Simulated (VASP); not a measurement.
Set up this calculation in VASP 6.6.1, as the native input.

| Quantity | Value |
| --- | --- |
| Task | single point |
| Functional | PBEsol |
| Potentials or basis | VASP PAW PBE potentials, release 64 (Ga_d) |
| Cutoff | 520 eV |
| k mesh | 9 × 9 × 8 |
| Occupations | fermi-dirac, width 0.05 eV |
| Spin | no spin polarisation |
| Dipole correction | no |
| Further INCAR settings | ALGO = Normal; EDIFF = 1e-07; NBANDS = 34 |

The structure of Ga lies in POSCAR:

```
Ga
1.0
    2.2553500000     -3.8224000000      0.0000000000
    2.2553500000      3.8224000000      0.0000000000
    0.0000000000      0.0000000000      4.6522010000
Ga
4
Direct
    0.1525000000      0.8475000000      0.0785000000
    0.6525000000      0.3475000000      0.4215000000
    0.8475000000      0.1525000000      0.9215000000
    0.3475000000      0.6525000000      0.5785000000
```

This cell differs from its parent crystal: zz strain of +3 %.

One way to write it, as run:

INCAR

```
SYSTEM = Ga
PREC     = Accurate       ! precision mode
ENCUT    = 520            ! plane-wave cutoff, eV
EDIFF    = 1E-7           ! SCF threshold, eV
ISMEAR   = -1             ! smearing method
SIGMA    = 0.05           ! smearing width, eV
LREAL    = .False.        ! projectors in reciprocal space
LASPH    = .True.         ! aspherical terms in the spheres
NELM     = 100            ! most SCF steps
ALGO     = Normal         ! electronic algorithm
ISIF     = 2              ! what is computed and relaxed
LWAVE    = .False.        ! write WAVECAR
LCHARG   = .True.         ! write CHGCAR
GGA      = PS             ! functional
LELF     = .True.         ! ELF
LVHAR    = .True.       
NBANDS   = 34             ! bands
```

KPOINTS

```
regular mesh
0
Gamma
  9 9 8
  0 0 0
```

Potentials or basis: VASP PAW PBE potentials, release 64 (Ga_d).

Run with:

```bash
$ cat potpaw_PBE.64/Ga_d/POTCAR > POTCAR
$ mpirun -np 1 vasp_std > vasp.out
```

Results of the run:

* Pressure: -2.5 GPa
* Largest force: 0.505 eV/Å
* Band gap on the k mesh: zero (bands 26 and 27 overlap by 1.21 eV)

Caveat: the cell differs from its parent crystal (zz strain of +3 %); the PAW data sets were made with another functional, which shifts forces and pressure a little.

Run time: 5.6 min on 1 thread of Oxide Virtual Turin-like Processor, with other jobs on the host, peak memory 0.34 GiB.
